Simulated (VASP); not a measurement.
Set up this calculation in VASP 6.6.1, as the native input.

- Task: single point
- Functional: PBEsol
- Potentials or basis: VASP PAW PBE potentials, release 64 (Mg, O)
- Cutoff: 520 eV
- k mesh: 10 × 10 × 10
- Occupations: gaussian, width 0.05 eV
- Spin: no spin polarisation
- Dipole correction: no
- Further INCAR settings: ALGO = Normal; EDIFF = 1e-06; NBANDS = 11

The structure of MgO lies in POSCAR:

```
MgO
1.0
   -0.0533787500      2.1351500000      2.1351500000
    2.1351500000     -0.0533787500      2.1351500000
    2.0817712500      2.0817712500      0.0000000000
Mg O
1 1
Direct
    0.0000000000      0.0000000000      0.0000000000
    0.5000000000      0.5000000000      0.5000000000
```

This cell differs from its parent crystal: strain -0.0500 x Voigt [0, 0, 0, 0, 0, 1].

One way to write it, as run:

INCAR

```
SYSTEM = MgO
PREC     = Accurate       ! precision mode
ENCUT    = 520            ! plane-wave cutoff, eV
EDIFF    = 1E-6           ! SCF threshold, eV
ISMEAR   = 0              ! smearing method
SIGMA    = 0.05           ! smearing width, eV
LREAL    = .False.        ! projectors in reciprocal space
LASPH    = .True.         ! aspherical terms in the spheres
NELM     = 100            ! most SCF steps
ALGO     = Normal         ! electronic algorithm
ISIF     = 2              ! what is computed and relaxed
LWAVE    = .False.        ! write WAVECAR
LCHARG   = .True.         ! write CHGCAR
GGA      = PS             ! functional
LELF     = .True.         ! ELF
LVHAR    = .True.       
NBANDS   = 11             ! bands
```

KPOINTS

```
Automatic mesh
0
Gamma
  10 10 10
  0 0 0
```

Potentials or basis: VASP PAW PBE potentials, release 64 (Mg, O).

Command:

```bash
$ cat potpaw_PBE.64/Mg/POTCAR potpaw_PBE.64/O/POTCAR > POTCAR
$ mpirun -np 1 vasp_std > vasp.out
```

It gave:

- Pressure: -6.2 GPa
- Band gap on the k mesh: 4.03 eV, direct

Caveat: the cell differs from its parent crystal (strain -0.0500 x Voigt [0, 0, 0, 0, 0, 1]); the PAW data sets were made with another functional, which shifts forces and pressure a little.

Wall time 35 s on 1 thread of AMD EPYC 7R43 64-Core Processor (Zen 3), on a shared host, peak memory 0.13 GiB.
